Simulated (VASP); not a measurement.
# RePd7 (Fm-3m) in VASP: single point with PBEsol

Aim: the single point of RePd7 with PBEsol.

Everything below comes from runs of VASP 6.6.1. Logs are shortened: lines on timing, memory, paths and dates and some standing lists are left out, and cuts for length are marked.

### 1 The cell of the first run

Symmetry: Fm-3m, No. 225, cubic system. Conventional cell: a = 7.763 Å, b = 7.763 Å, c = 7.763 Å, α = 90.00°, β = 90.00°, γ = 90.00°. Within 3.6 Å of Pd (site symmetry m-3m) lie 12 Pd at 2.74 Å. Pd (site symmetry mmm) has 10 Pd at 2.74 Å and 2 Re at 2.74 Å within 3.6 Å. Re (site symmetry m-3m) has 12 Pd at 2.74 Å within 3.6 Å.

### 2 Single point, PBEsol

Contents of POSCAR:

```
RePd7
1.0
    0.0000000000      3.8816090000      3.8816090000
    3.8816090000      0.0000000000      3.8816090000
    3.8816090000      3.8816090000      0.0000000000
Pd Re
7 1
Direct
    0.5000000000      0.5000000000      0.5000000000
    0.5000000000      0.0000000000      0.0000000000
    0.5000000000      0.0000000000      0.5000000000
    0.0000000000      0.5000000000      0.5000000000
    0.0000000000      0.5000000000      0.0000000000
    0.5000000000      0.5000000000      0.0000000000
    0.0000000000      0.0000000000      0.5000000000
    0.0000000000      0.0000000000      0.0000000000
```

Contents of INCAR.step1:

```
SYSTEM = RePd7
ALGO = Normal
EDIFF = 1E-7
ENCUT = 520
GGA = PS
ISIF = 2
ISMEAR = 1
LASPH = .True.
LCHARG = .True.
LMAXMIX = 4
LREAL = .False.
LWAVE = .False.
NBANDS = 48
NELM = 80
PREC = Accurate
SIGMA = 0.0111
```

Contents of KPOINTS.step1:

```
k-points
0
Gamma
  6 6 6
  0 0 0
```

Contents of INCAR.step2:

```
SYSTEM = RePd7
ALGO = Normal
EDIFF = 1E-7
ENCUT = 520
GGA = PS
ICHARG = 11
ISIF = 2
ISMEAR = -5
LASPH = .True.
LCHARG = .False.
LMAXMIX = 4
LORBIT = 10
LREAL = .False.
LWAVE = .False.
NEDOS = 1001
NELM = 80
PREC = Accurate
SIGMA = 0.0111
```

Contents of KPOINTS.step2:

```
k-points
0
Gamma
  9 9 9
  0 0 0
```

Potentials or basis: VASP PAW PBE potentials, release 64 (Pd, Re).

The run is started by

```sh
cat potpaw_PBE.64/Pd/POTCAR potpaw_PBE.64/Re/POTCAR > POTCAR
cp INCAR.step1 INCAR
cp KPOINTS.step1 KPOINTS
mpirun -np 1 vasp_std > vasp.out
cp INCAR.step2 INCAR
cp KPOINTS.step2 KPOINTS
mpirun -np 1 vasp_std > vasp.out
```

OUTCAR:

```text
SYSTEM = RePd7
   EDIFF = 1E-7
   ENCUT = 520
   GGA = PS
   ICHARG = 11
   ISIF = 2
   ISMEAR = -5
   LASPH = .True.
   LORBIT = 10
   LREAL = .False.
   NELM = 80
   PREC = Accurate

 ion  position               nearest neighbor table
   1  0.500  0.500  0.500-   3 2.74   4 2.74   6 2.74   2 2.74   5 2.74   6 2.74   2 2.74   3 2.74
                             7 2.74   4 2.74   5 2.74   7 2.74
   2  0.500  0.000  0.000-   3 2.74   6 2.74   8 2.74   1 2.74   3 2.74   7 2.74   1 2.74   5 2.74
                             6 2.74   5 2.74   7 2.74   8 2.74
   3  0.500  0.000  0.500-   1 2.74   2 2.74   7 2.74   2 2.74   6 2.74   8 2.74   1 2.74   4 2.74
                             6 2.74   4 2.74   7 2.74   8 2.74
   4  0.000  0.500  0.500-   1 2.74   5 2.74   7 2.74   5 2.74   6 2.74   8 2.74   3 2.74   7 2.74
                             8 2.74   1 2.74   3 2.74   6 2.74
   5  0.000  0.500  0.000-   4 2.74   6 2.74   8 2.74   1 2.74   4 2.74   7 2.74   2 2.74   7 2.74
                             8 2.74   1 2.74   2 2.74   6 2.74
   6  0.500  0.500  0.000-   1 2.74   2 2.74   5 2.74   1 2.74   3 2.74   4 2.74   2 2.74   3 2.74
                             8 2.74   4 2.74   5 2.74   8 2.74
   7  0.000  0.000  0.500-   3 2.74   4 2.74   8 2.74   2 2.74   5 2.74   8 2.74   1 2.74   4 2.74
                             5 2.74   1 2.74   2 2.74   3 2.74
   8  0.000  0.000  0.000-   2 2.74   5 2.74   7 2.74   3 2.74   4 2.74   7 2.74   4 2.74   5 2.74
                             6 2.74   2 2.74   3 2.74   6 2.74

  LATTYP: Found a face centered cubic cell.
 ALAT       =     7.7632180000

  Lattice vectors:

 A1 = (   0.0000000000,   3.8816090000,   3.8816090000)
 A2 = (   3.8816090000,   0.0000000000,   3.8816090000)
 A3 = (   3.8816090000,   3.8816090000,   0.0000000000)

Analysis of symmetry for initial positions (statically):
=====================================================================
 Subroutine PRICEL returns:
 Original cell was already a primitive cell.

 Routine SETGRP: Setting up the symmetry group for a
 face centered cubic supercell.

 Subroutine GETGRP returns: Found 48 space group operations
 (whereof 48 operations were pure point group operations)
 out of a pool of 48 trial point group operations.

The static configuration has the point symmetry O_h .

Analysis of symmetry for dynamics (positions and initial velocities):
=====================================================================
 Subroutine PRICEL returns:
 Original cell was already a primitive cell.

 Routine SETGRP: Setting up the symmetry group for a
 face centered cubic supercell.

 Subroutine GETGRP returns: Found 48 space group operations
 (whereof 48 operations were pure point group operations)
 out of a pool of 48 trial point group operations.

The dynamic configuration has the point symmetry O_h .

 Subroutine INISYM returns: Found 48 space group operations
 (whereof 48 operations are pure point group operations),
 and found     1 'primitive' translations

----------------------------------------------------------------------------------------

                                     Primitive cell

  volume of cell :     116.9675

  direct lattice vectors                    reciprocal lattice vectors
     0.000000000  3.881609000  3.881609000    -0.128812562  0.128812562  0.128812562
     3.881609000  0.000000000  3.881609000     0.128812562 -0.128812562  0.128812562
     3.881609000  3.881609000  0.000000000     0.128812562  0.128812562 -0.128812562

  length of vectors
     5.489424092  5.489424092  5.489424092     0.223109902  0.223109902  0.223109902

  position of ions in fractional coordinates (direct lattice)
     0.500000000  0.500000000  0.500000000
     0.500000000  0.000000000  0.000000000
     0.500000000  0.000000000  0.500000000
     0.000000000  0.500000000  0.500000000
     0.000000000  0.500000000  0.000000000
     0.500000000  0.500000000  0.000000000
     0.000000000  0.000000000  0.500000000
     0.000000000  0.000000000  0.000000000

  ion indices of the primitive-cell ions
   primitive index   ion index
                 1           1
                 2           2
                 3           3
                 4           4
                 5           5
                 6           6
                 7           7
                 8           8

----------------------------------------------------------------------------------------

 KPOINTS: k-points

Automatic generation of k-mesh.
 Grid dimensions read from file:
 generate k-points for:    9    9    9

 Generating k-lattice:

  Cartesian coordinates                     Fractional coordinates (reciprocal lattice)
    -0.014312507  0.014312507  0.014312507     0.111111111  0.000000000  0.000000000
     0.014312507 -0.014312507  0.014312507     0.000000000  0.111111111  0.000000000
     0.014312507  0.014312507 -0.014312507     0.000000000  0.000000000  0.111111111

  Length of vectors
     0.024789989  0.024789989  0.024789989

  Shift w.r.t. Gamma in fractional coordinates (k-lattice)
     0.000000000  0.000000000  0.000000000

 TETIRR: Found    115 inequivalent tetrahedra from     4374

 Subroutine IBZKPT returns following result:
 ===========================================

 Found     35 irreducible k-points:

 Following reciprocal coordinates:
            Coordinates               Weight
  0.000000  0.000000  0.000000      1.000000
  0.111111  0.000000  0.000000      8.000000
  0.222222  0.000000  0.000000      8.000000
  0.333333  0.000000  0.000000      8.000000
  0.444444  0.000000  0.000000      8.000000
  0.111111  0.111111  0.000000      6.000000
[... 16 lines left out ...]
 -0.333333  0.333333  0.000000     12.000000
  0.444444  0.444444  0.000000      6.000000
 [... further k-points ...]
   k-points           NKPTS =     35   k-points in BZ     NKDIM =     35   number of bands    NBANDS=     46
   number of dos      NEDOS =   1001   number of ions     NIONS =      8
   total plane-waves  NPLWV =  74088
   dimension x,y,z NGX =    42 NGY =   42 NGZ =   42
   dimension x,y,z NGXF=    84 NGYF=   84 NGZF=   84
   ions per type =               7   1
   NGX,Y,Z   is equivalent  to a cutoff of  12.72, 12.72, 12.72 a.u.
   NGXF,Y,Z  is equivalent  to a cutoff of  25.44, 25.44, 25.44 a.u.
 SYSTEM =  RePd7
   PREC   = accura    normal or accurate (medium, high low for compatibility)
   ISTART =      0    job   : 0-new  1-cont  2-samecut
   ICHARG =     11    charge: 1-file 2-atom 10-const
   ISPIN  =      1    spin polarized calculation?
   LNONCOLLINEAR =      F non collinear calculations
   LSORBIT =      F    spin-orbit coupling
   LASPH  =      T    aspherical Exc in radial PAW
   ENCUT  =  520.0 eV  38.22 Ry    6.18 a.u.  10.21 10.21 10.21*2*pi/ulx,y,z
   NELM   =     80;   NELMIN=  2; NELMDL=  0     # of ELM steps
   EDIFF  = 0.1E-06   stopping-criterion for ELM
   LREAL  =      F    real-space projection
   EDIFFG = 0.1E-05   stopping-criterion for IOM
   NSW    =      0    number of steps for IOM
   IBRION =     -1    ionic relax: 0-MD 1-quasi-New 2-CG
   NFREE  =      0    steps in history (QN), initial steepest desc. (CG)
   ISIF   =      2    stress and relaxation
   ISYM   =      2    0-nonsym 1-usesym 2-fastsym
   POTIM  = 0.5000    time-step for ionic-motion
   TEBEG  =    0.0;   TEEND  =   0.0 temperature during run
   PSTRESS=    0.0 pullay stress
   NELECT =      77.0000    total number of electrons
   NUPDOWN=      -1.0000    fix difference up-down
   EMIN   =  10.00;   EMAX   =-10.00  energy-range for DOS
   EFERMI =   0.00;   METHOD = LEGACY
   ISMEAR =    -5;   SIGMA  =   0.01  broadening in eV -4-tet -1-fermi 0-gaus
   EFERMI_NEDOS =   21; number of points for ismear=-14 and -15
   IALGO  =     38    algorithm
   IMIX   =      4    mixing-type and parameters
     AMIX     =   0.40;   BMIX     =  1.00
     AMIX_MAG =   1.60;   BMIX_MAG =  1.00
  volume/ion in A,a.u.               =      14.62        98.67
  Fermi-wavevector in a.u.,A,eV,Ry     =   1.424131  2.691217 27.594646  2.028149
  Thomas-Fermi vector in A             =   2.544655
   LORBIT       =     10    0 simple, 1 ext, 2 COOP (PROOUT), +10 PAW based schemes
   GGA     = PS    functional components
   LHFCALC =     F    Hartree Fock is set to
   AEXX    =    0.0000 exact exchange contribution
   IVDW    =     0    specifies the selected vdW correction
   LEPSILON=     F    determine dielectric tensor
   LRPA    =     F    only Hartree local field effects (RPA)
 non-spin polarized calculation
 Fermi weights with tetrahedron method with Bloechl corrections
  energy-cutoff  :      520.00
  volume of cell :      116.97
 maximum number of plane-waves:      3173
 NGX is ok and might be reduce to    42

 number of electron      77.0000014 magnetization

 Free energy of the ion-electron system (eV)
  ---------------------------------------------------
  ext. energy  EPLUGINS =         0.00000000
  ---------------------------------------------------
  free energy    TOTEN  =       -54.44711118 eV

  energy without entropy =      -54.44711118  energy(sigma->0) =      -54.44711118

 E-fermi :   9.8085     XC(G=0): -13.5049

 val. band max:        9.8358372526   @ k =   0.0000   0.0000   0.0000
 cond. band min:       9.7807443812   @ k =   0.2222   0.0000   0.0000
 fundamental gap:     -0.0550928714
 Fermi energy:         9.8084990307

 k-point     1 :       0.0000    0.0000    0.0000
  band No.  band energies     occupation
      1       1.7478      2.00000
      2       3.7226      2.00000
      3       3.8419      2.00000
      4       3.8419      2.00000
      5       3.9231      2.00000
      6       3.9231      2.00000
[... 1165 lines left out ...]
     45      12.4707      0.00000
     46      13.2612      0.00000

 [... further k-points ...]

------------------------ aborting loop because EDIFF is reached ----------------------------------------

  FORCE on cell =-STRESS in cart. coord.  units (eV):
  Direction    XX          YY          ZZ          XY          YZ          ZX
  --------------------------------------------------------------------------------------
  -------------------------------------------------------------------------------------
  Total       -2.4941349     -2.4941349     -2.4941349      0.0000000      0.0000000      0.0000000
  in kB      -34.1637206    -34.1637206    -34.1637206      0.0000000      0.0000000      0.0000000
  external PRESSURE =     -34.1637206 kB  Pullay stress =       0.0000000 kB

 VOLUME and BASIS-vectors are now :
 -----------------------------------------------------------------------------
  energy-cutoff  :      520.00
  volume of cell :      116.97
      direct lattice vectors                 reciprocal lattice vectors
     0.000000000  3.881609000  3.881609000    -0.128812562  0.128812562  0.128812562
     3.881609000  0.000000000  3.881609000     0.128812562 -0.128812562  0.128812562
     3.881609000  3.881609000  0.000000000     0.128812562  0.128812562 -0.128812562

 POSITION                                       TOTAL-FORCE (eV/Angst)
 -----------------------------------------------------------------------------------
      3.88161      3.88161      3.88161         0.000000     -0.000000     -0.000000
      0.00000      1.94080      1.94080        -0.000000      0.000000      0.000000
      1.94080      3.88161      1.94080        -0.000000     -0.000000      0.000000
      3.88161      1.94080      1.94080         0.000000      0.000000     -0.000000
      1.94080      0.00000      1.94080         0.000000      0.000000      0.000000
      1.94080      1.94080      3.88161         0.000000      0.000000      0.000000
      1.94080      1.94080      0.00000        -0.000000      0.000000      0.000000
      0.00000      0.00000      0.00000         0.000000      0.000000      0.000000
 -----------------------------------------------------------------------------------
    total drift:                               -0.000000     -0.000000      0.000000

  FREE ENERGIE OF THE ION-ELECTRON SYSTEM (eV)
  ---------------------------------------------------
  free  energy   TOTEN  =       -54.4471111752 eV

  energy  without entropy=      -54.4471111752  energy(sigma->0) =      -54.44711118

 total charge

# of ion       s       p       d       tot
------------------------------------------
    1        0.471   0.486   8.502   9.459
    2        0.504   0.552   8.468   9.524
    3        0.504   0.552   8.468   9.524
    4        0.504   0.552   8.468   9.524
    5        0.504   0.552   8.468   9.524
    6        0.504   0.552   8.468   9.524
    7        0.504   0.552   8.468   9.524
    8        0.596   0.458   4.592   5.646
--------------------------------------------------
tot          4.090   4.256  63.900  72.247
```

Run time: 3.2 min. Hardware: 1 thread of Intel Xeon 6975P-C (Granite Rapids), shared host; peak memory 0.32 GiB.

What came out:

* Valence electrons inside the program's atomic spheres: Pd 9.46, 9.52 (each value once); Re 5.65

Caveat: the PAW data sets were made with another functional, which shifts forces and pressure a little; spin-orbit coupling is left out, which moves the levels of the heavy elements.
